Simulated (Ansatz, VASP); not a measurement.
**Be: VASP beside Ansatz**

```
CELL_PARAMETERS angstrom
3.52205 0.00000 0.00000
-1.76102 3.05018 0.00000
0.00000 0.00000 2.16342
ATOMIC_POSITIONS crystal
Be 0.00000 0.00000 0.00000
Be 0.33333 0.66667 0.50000
Be 0.66667 0.33333 0.50000
```

Alike in both runs: task single point; functional PBE; k mesh 11 × 11 × 16; occupations fermi-dirac, width 0.1 eV; no spin polarisation.

|  | VASP | Ansatz |
| --- | --- | --- |
| version | VASP 6.6.1 | Ansatz 0.2.0 |
| potentials or method | VASP PAW PBE potentials, release 64 (Be), cutoff 520 eV | plane waves (420 eV) with PAW, scalar-relativistic |
| valence electrons in the cell | 6 | 6 |

```tsv
	VASP	Ansatz	Ansatz less VASP
pressure (GPa)	5.2	5.1	-0.15
traceless stress, the component that is largest in VASP (GPa)	-0.55	-0.52	+0.032
```
